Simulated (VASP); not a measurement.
## Ru: single point with PBE

Ru:

```xyz
2
Lattice="2.8107 0.0000 0.0000 -1.4054 2.4341 0.0000 0.0000 0.0000 3.7014" Properties=species:S:1:pos:R:3 pbc="T T T"
Ru    0.0000    1.6228    0.9254
Ru    1.4054    0.8114    2.7761
```

```json
{
  "Program": "VASP 6.6.1",
  "Task": "single point",
  "Functional": "PBE",
  "Potentials or basis": "VASP PAW PBE potentials, release 64 (Ru_pv)",
  "Cutoff": "520 eV",
  "k mesh": "21 × 21 × 12",
  "Occupations": "gaussian, width 0.15 eV",
  "Spin": "no spin polarisation",
  "Dipole correction": "no",
  "Further INCAR settings": "ALGO = Fast; EDIFF = 1e-06; NBANDS = 21"
}
```

```yaml
Pressure: 47.5 GPa
Band_gap_on_the_k_mesh: zero (bands 14 and 15 overlap by 2.80 eV)
```

Stress tensor (GPa, compression positive):
```
 20.44   0.00   0.00
  0.00  20.44   0.00
  0.00   0.00 101.59
```

Levels at points of the mesh, in eV from the Fermi level:
| k point | band 10 | band 11 | band 12 | band 13 | band 14 | band 15 | band 16 | band 17 | band 18 | band 19 |
| --- | --- | --- | --- | --- | --- | --- | --- | --- | --- | --- |
| (0.00, 0.00, 0.00) | -3.31 | -3.11 | -3.11 | -2.02 | -2.02 | -0.97 | 1.21 | 1.21 | 3.87 | 10.34 |
| (0.00, 0.00, 0.50) | -4.15 | -4.15 | -4.15 | -1.81 | -1.81 | 1.02 | 1.02 | 1.02 | 1.02 | 10.35 |

Run time: 63 s on 1 thread of Intel(R) Xeon(R) 6975P-C (Granite Rapids), on a shared host, peak memory 0.25 GiB.

Caveat: the cell stands under pressure.
